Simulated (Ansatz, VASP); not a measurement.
**Two plane-wave programs on Al2H3**

```
Al H
1.0
    -2.69593   -0.34694   -0.01990
    -0.04503    0.77350   -6.69012
    -0.59398   -6.05807    0.86345
Al H
4 6
Direct
  0.76298 0.66249 0.52467
  0.45286 0.74859 0.14365
  0.60003 0.27114 0.84965
  0.86693 0.11733 0.31663
  0.72138 0.06565 0.60772
  0.03789 0.15456 0.97405
  0.15450 0.38128 0.74074
  0.48137 0.47360 0.08720
  0.60582 0.73686 0.83800
  0.81624 0.38850 0.41769
```

Change from the starting cell: cell x2, atoms moved at random (sigma 0.05 Å) and cell strained at random (1.5 %), then relaxed without symmetry.

Alike in both runs: functional PBE; k mesh 6 × 4 × 4; occupations gaussian, width 0.2 eV; no spin polarisation.

Ansatz relaxed the structure, and its values are those at the end. VASP's run is a single point on that final structure, the one shown.

|  | VASP | Ansatz |
| --- | --- | --- |
| version | VASP 6.6.1 | Ansatz 0.2.0 |
| potentials or method | VASP PAW PBE potentials, release 64 (Al, H), cutoff 520 eV | scalar-relativistic, plane waves, PAW |
| valence electrons in the cell | 18 | 18 |

|  | VASP | Ansatz | Ansatz less VASP |
| --- | --- | --- | --- |
| gap on the k mesh at the Fermi level (eV) | none | none | - |
| pressure (GPa) | -0.1 | 0.0 | +0.14 |
| rms of the force components (eV/Å) | 0.003 | 0.003 | 0.0000 |

A gap of «none» marks a metal or a gap that the smearing closes.

The k mesh is coarse, so the values compare programs but aren't converged.
